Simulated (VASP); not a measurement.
Here is a VASP 6.6.1 calculation.

The input INCAR:

```
SYSTEM = C
  PREC = Accurate
  ENCUT = 600
  EDIFF = 1E-7
  ISMEAR = 0
  SIGMA = 0.02
  LREAL = .False.
  LASPH = .True.
  NELM = 80
  ALGO = Normal
  ISIF = 3
  LWAVE = .False.
  LCHARG = .False.
  GGA = PE
  IBRION = 2
  NSW = 100
  EDIFFG = -0.005
```

The input KPOINTS:

```
regular mesh
0
Gamma
  12 12 2
  0 0 0
```

File POSCAR:

```
C
1.0
    2.5220988435      0.0000000000      0.0000000000
   -1.2610494217      2.1842016693      0.0000000000
    0.0000000000      0.0000000000     12.3557000000
C
12
Direct
    0.0000000000      0.0000000000      0.1875000000
    0.0000000000      0.0000000000      0.6875000000
    0.0000000000      0.0000000000      0.3125000000
    0.0000000000      0.0000000000      0.8125000000
    0.3333333333      0.6666666667      0.5208300000
    0.6666666667      0.3333333333      0.0208300000
    0.3333333333      0.6666666667      0.9791700000
    0.6666666667      0.3333333333      0.4791700000
    0.3333333333      0.6666666667      0.6458300000
    0.6666666667      0.3333333333      0.1458300000
    0.3333333333      0.6666666667      0.8541700000
    0.6666666667      0.3333333333      0.3541700000
```

Potentials or basis: VASP PAW PBE potentials, release 64 (C).

The run is started by

```sh
$ cat potpaw_PBE.64/C/POTCAR > POTCAR
$ mpirun -np 1 vasp_std > vasp.out
```

(1) Predict the band gap on the k mesh.

(2) Predict the relaxed cell.

(3) Estimate the relaxed volume.

Answers

(1) 4.44 eV, indirect (least direct gap 5.38 eV).

(2) a = 2.520 Å, b = 2.520 Å, c = 12.429 Å, α = 90.00°, β = 90.00°, γ = 120.00°.

(3) 5.70 Å³/atom.
